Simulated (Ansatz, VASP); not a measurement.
# Two plane-wave programs on TePb

```xyz
2
Lattice="0.0000 3.2310 3.2310 3.2310 0.0000 3.2310 3.2310 3.2310 0.0000" Properties=species:S:1:pos:R:3 pbc="T T T"
Pb    0.0000    0.0000    0.0000
Te    3.2310    3.2310    3.2310
```

Alike in both runs: task relaxation of cell and atoms; functional BLYP; dispersion D4; k mesh 7 × 7 × 7; occupations fermi-dirac, width 0.05 eV; no spin polarisation.

```csv
,VASP,Ansatz
version,VASP 6.6.1,Ansatz 0.2.0
potentials or method,"VASP PAW PBE potentials, release 64 (Pb_d, Te)",Ansatz PAW
plane-wave cutoff (eV),600,420
valence electrons in the cell,20,30
```

```tsv
	VASP	Ansatz	Ansatz less VASP
relaxed volume (Å³/atom)	37.12	37.10	-0.019
relaxed length of the cell vector where the two differ most in proportion (Å)	4.717	4.717	-0.0008
```

VASP's potentials were made for PBE, not for BLYP. VASP's potentials hold 20 valence electrons a cell and Ansatz's 30, so a difference there can come from the potentials and not from the codes.

Neither program's run includes spin-orbit coupling. Noted on Ansatz's run: the plane-wave basis is chosen anew once the cell has moved, so the energies of steps on either side of that aren't comparable.
